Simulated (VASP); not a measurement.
# MgO (P6_3/mmc) in VASP: dielectric tensor with PBEsol

Aim: the dielectric tensor of MgO with PBEsol.

Everything below comes from runs of VASP 6.6.1. Logs are shortened: lines on timing, memory, paths and dates and some standing lists are left out, and cuts for length are marked.

### Step 1. The cell of the first run

Symmetry: P6_3/mmc, No. 194, hexagonal system. Conventional cell: a = 3.486 Å, b = 3.486 Å, c = 4.178 Å, α = 90.00°, β = 90.00°, γ = 120.00°. Mg (site symmetry -6m2) has 5 O at 2.01 to 2.09 Å within 2.7 Å. Within 2.7 Å of O (site symmetry -6m2) lie 5 Mg at 2.01 to 2.09 Å.

### Step 2. Dielectric tensor, PBEsol

INCAR reads:

```
PREC = Accurate
ENCUT = 520
EDIFF = 1E-8
ISMEAR = 0
SIGMA = 0.01
LREAL = False
LASPH = True
NELM = 100
ALGO = Normal
ISIF = 2
LWAVE = False
LCHARG = False
GGA = PS
LEPSILON = True
```

KPOINTS reads:

```
Automatic mesh
0
Gamma
  6 6 6
```

POSCAR reads:

```
MgO
1.0
    3.4863778600      0.0000000000      0.0000000000
   -1.7431889300      3.0192918000      0.0000000000
    0.0000000000      0.0000000000      4.1780412200
Mg O
2 2
Direct
    0.6666666707      0.3333333300      0.7499999988
    0.3333333293      0.6666666700      0.2499999988
    0.6666666707      0.3333333300      0.2499999988
    0.3333333293      0.6666666700      0.7499999988
```

Potentials or basis: VASP PAW PBE potentials, release 64 (Mg, O).

On the command line:

```
> cat potpaw_PBE.64/Mg/POTCAR potpaw_PBE.64/O/POTCAR > POTCAR
> mpirun -np 1 vasp_std > vasp.out
```

OUTCAR:

```text
PREC = Accurate
   ENCUT = 520
   EDIFF = 1E-8
   ISMEAR = 0
   LREAL = False
   LASPH = True
   NELM = 100
   ISIF = 2
   GGA = PS
   LEPSILON = True

 ion  position               nearest neighbor table
   1  0.667  0.333  0.750-   4 2.01   4 2.01   4 2.01   3 2.09   3 2.09   2 2.90   2 2.90   2 2.90
                             2 2.90   2 2.90   2 2.90
   2  0.333  0.667  0.250-   3 2.01   3 2.01   3 2.01   4 2.09   4 2.09   1 2.90   1 2.90   1 2.90
                             1 2.90   1 2.90   1 2.90
   3  0.667  0.333  0.250-   2 2.01   2 2.01   2 2.01   1 2.09   1 2.09
   4  0.333  0.667  0.750-   1 2.01   1 2.01   1 2.01   2 2.09   2 2.09

  LATTYP: Found a hexagonal cell.
 ALAT       =     3.4863778600
 C/A-ratio  =     1.1983902456

  Lattice vectors:

 A1 = (   3.4863778600,   0.0000000000,   0.0000000000)
 A2 = (  -1.7431889300,   3.0192918000,   0.0000000000)
 A3 = (   0.0000000000,   0.0000000000,   4.1780412200)

Analysis of symmetry for initial positions (statically):
=====================================================================
 Subroutine PRICEL returns:
 Original cell was already a primitive cell.

 Routine SETGRP: Setting up the symmetry group for a
 hexagonal supercell.

 Subroutine GETGRP returns: Found 24 space group operations
 (whereof 12 operations were pure point group operations)
 out of a pool of 24 trial point group operations.

The static configuration has the point symmetry D_3d.
 The point group associated with its full space group is D_6h.

Analysis of symmetry for dynamics (positions and initial velocities):
=====================================================================
 Subroutine PRICEL returns:
 Original cell was already a primitive cell.

 Routine SETGRP: Setting up the symmetry group for a
 hexagonal supercell.

 Subroutine GETGRP returns: Found 24 space group operations
 (whereof 12 operations were pure point group operations)
 out of a pool of 24 trial point group operations.

The dynamic configuration has the point symmetry D_3d.
 The point group associated with its full space group is D_6h.

 Subroutine INISYM returns: Found 24 space group operations
 (whereof 12 operations are pure point group operations),
 and found     1 'primitive' translations

----------------------------------------------------------------------------------------

                                     Primitive cell

  volume of cell :      43.9797

  direct lattice vectors                    reciprocal lattice vectors
     3.486377860  0.000000000  0.000000000     0.286830642  0.165601748  0.000000000
    -1.743188930  3.019291800  0.000000000     0.000000000  0.331203496  0.000000000
     0.000000000  0.000000000  4.178041220     0.000000000  0.000000000  0.239346609

  length of vectors
     3.486377860  3.486377865  4.178041220     0.331203497  0.331203496  0.239346609

  position of ions in fractional coordinates (direct lattice)
     0.666666671  0.333333330  0.749999999
     0.333333329  0.666666670  0.249999999
     0.666666671  0.333333330  0.249999999
     0.333333329  0.666666670  0.749999999

  ion indices of the primitive-cell ions
   primitive index   ion index
                 1           1
                 2           2
                 3           3
                 4           4

----------------------------------------------------------------------------------------

 KPOINTS: Automatic mesh

Automatic generation of k-mesh.
 Grid dimensions read from file:
 generate k-points for:    6    6    6

 Generating k-lattice:

  Cartesian coordinates                     Fractional coordinates (reciprocal lattice)
     0.047805107  0.027600291  0.000000000     0.166666667  0.000000000  0.000000000
[... 99 lines left out ...]

 number of electron      15.9999999 magnetization

 E-fermi :   2.0095     XC(G=0): -10.3132

 val. band max:        1.8827651110   @ k =   0.0000   0.0000   0.0000
 cond. band min:       5.1967738542   @ k =   0.0000   0.0000   0.0000
 fundamental gap:      3.3140087432
 Fermi energy:         2.0094776277

 k-point     1 :       0.0000    0.0000    0.0000
  band No.  band energies     occupation
      1     -14.9879      2.00000
      2     -13.5561      2.00000
      3      -1.8113      2.00000
      4       0.1269      2.00000
      5       0.1269      2.00000
      6       1.0703      2.00000
      7       1.0703      2.00000
      8       1.8828      2.00000
      9       5.1968      0.00000
     10      11.2721      0.00000
     11      13.9887      0.00000
     12      14.2955      0.00000
[... 331 lines left out ...]
 k-point    24 :       0.3333    0.0000    0.5000
  band No.  band energies     occupation
      1     -14.0580      2.00000
      2     -14.0580      2.00000
      3      -1.7592      2.00000
      4      -1.7592      2.00000
      5       0.3867      2.00000
      6       0.3867      2.00000
      7       1.0103      2.00000
      8       1.0103      2.00000
      9       8.8972      0.00000
     10       8.8972      0.00000
     11      13.8489      0.00000
     12      13.8489      0.00000

 [... further k-points ...]

  FORCE on cell =-STRESS in cart. coord.  units (eV):
  Direction    XX          YY          ZZ          XY          YZ          ZX
  --------------------------------------------------------------------------------------
  -------------------------------------------------------------------------------------
  Total        0.1818621      0.1818621      0.2613858      0.0000000      0.0000000      0.0000000
  in kB        6.6252250      6.6252251      9.5222678      0.0000000      0.0000000      0.0000000
  external PRESSURE =       7.5909060 kB  Pullay stress =       0.0000000 kB

 VOLUME and BASIS-vectors are now :
 -----------------------------------------------------------------------------
  energy-cutoff  :      520.00
  volume of cell :       43.98
      direct lattice vectors                 reciprocal lattice vectors
     3.486377860  0.000000000  0.000000000     0.286830642  0.165601748  0.000000000
    -1.743188930  3.019291800  0.000000000     0.000000000  0.331203496  0.000000000
     0.000000000  0.000000000  4.178041220     0.000000000  0.000000000  0.239346609

 POSITION                                       TOTAL-FORCE (eV/Angst)
 -----------------------------------------------------------------------------------
      1.74319      1.00643      3.13353        -0.000000      0.000000      0.000000
     -0.00000      2.01286      1.04451        -0.000000      0.000000      0.000000
      1.74319      1.00643      1.04451        -0.000000     -0.000000      0.000000
     -0.00000      2.01286      3.13353         0.000000      0.000000      0.000000
 -----------------------------------------------------------------------------------
    total drift:                               -0.000017      0.000009      0.000001

  FREE ENERGIE OF THE ION-ELECTRON SYSTEM (eV)
  ---------------------------------------------------
  free  energy   TOTEN  =       -24.7581558438 eV

  energy  without entropy=      -24.7581558438  energy(sigma->0) =      -24.75815584

 HEAD OF MICROSCOPIC STATIC DIELECTRIC TENSOR (INDEPENDENT PARTICLE, excluding Hartree and local field effects)
 ------------------------------------------------------
           3.112049     0.000000     0.000000
           0.000000     3.112049     0.000000
           0.000000     0.000000     3.065639
 ------------------------------------------------------

 Free energy of the ion-electron system (eV)
  ---------------------------------------------------
  ---------------------------------------------------
  free energy    TOTEN  =        -0.26706119 eV

  energy without entropy =       -0.26706119

------------------------ aborting loop because EDIFF is reached ----------------------------------------

--------------------------------------- Ionic step        2  -------------------------------------------

------------------------ aborting loop because EDIFF is reached ----------------------------------------

--------------------------------------- Ionic step        3  -------------------------------------------

 Free energy of the ion-electron system (eV)
  ---------------------------------------------------
  ---------------------------------------------------
  free energy    TOTEN  =        -0.26385483 eV

  energy without entropy =       -0.26385483

------------------------ aborting loop because EDIFF is reached ----------------------------------------

 PIEZOELECTRIC TENSOR FIELD DIRECTION 3  (e Angst)
 -----------------------------------------------------------------------------
     0.00028  0.00000  0.00000           (  0.00000  0.00000  0.00000)
    -0.00000  0.00028  0.00000           ( -0.00000  0.00000  0.00000)
     0.00000  0.00000 -0.00049           (  0.00000  0.00000 -0.00002)

 PIEZOELECTRIC TENSOR FIELD DIRECTION 3  (C/m^2)
 -----------------------------------------------------------------------------
     0.00010  0.00000  0.00000
    -0.00000  0.00010  0.00000
     0.00000  0.00000 -0.00018

 MACROSCOPIC STATIC DIELECTRIC TENSOR (including local field effects in DFT)
 ------------------------------------------------------
           2.993727     0.000000     0.000000
           0.000000     2.993727     0.000000
           0.000000     0.000000     2.999043
 ------------------------------------------------------

 PIEZOELECTRIC TENSOR (including local field effects)  for field in x, y, z        (e  Angst)
          XX          YY          ZZ          XY          YZ          ZX
  --------------------------------------------------------------------------------
  x     0.00000     0.00000     0.00000     0.00000     0.00000     0.00000
  y     0.00000     0.00000     0.00000     0.00000     0.00000     0.00000
  z     0.00000     0.00000     0.00000     0.00000     0.00000     0.00000

 PIEZOELECTRIC TENSOR (including local field effects)  for field in x, y, z        (C/m^2)
          XX          YY          ZZ          XY          YZ          ZX
  --------------------------------------------------------------------------------
  x     0.00000     0.00000     0.00000     0.00000     0.00000     0.00000
  y     0.00000     0.00000     0.00000     0.00000     0.00000     0.00000
  z     0.00000     0.00000     0.00000     0.00000     0.00000     0.00000

 BORN EFFECTIVE CHARGES (including local field effects) (in |e|, cummulative output)
 ---------------------------------------------------------------------------------
 ion    1
    1     1.76756     0.00000     0.00000
    2     0.00000     1.76756     0.00000
    3    -0.00000     0.00000     1.99313
 ion    2
    1     1.76756     0.00000     0.00000
    2     0.00000     1.76756     0.00000
    3    -0.00000     0.00000     1.99313
 ion    3
    1    -1.76756     0.00000     0.00000
    2     0.00000    -1.76756     0.00000
    3     0.00000    -0.00000    -1.99313
 ion    4
    1    -1.76756     0.00000     0.00000
    2     0.00000    -1.76756     0.00000
    3     0.00000    -0.00000    -1.99313
```

It took 65 s on 1 thread of Intel Xeon 6975P-C (Granite Rapids), shared host; peak memory 0.22 GiB.

Results:

* Band gap on the k mesh: 3.31 eV, direct
* Electronic dielectric tensor (diagonal): 2.99, 2.99, 3.00
* Born charges (mean of the diagonal): Mg +1.84; O -1.84 e

Electronic dielectric tensor:
```
2.99 0.00 0.00
0.00 2.99 0.00
0.00 0.00 3.00
```

Born effective charge tensors (e):
atom 1, Mg
```
1.77 0.00 0.00
0.00 1.77 0.00
0.00 0.00 1.99
```
atom 2, Mg
```
1.77 0.00 0.00
0.00 1.77 0.00
0.00 0.00 1.99
```
atom 3, O
```
-1.77  0.00  0.00
 0.00 -1.77  0.00
 0.00  0.00 -1.99
```
atom 4, O
```
-1.77  0.00  0.00
 0.00 -1.77  0.00
 0.00  0.00 -1.99
```

Caveat: the PAW data sets were made with another functional, which shifts forces and pressure a little.
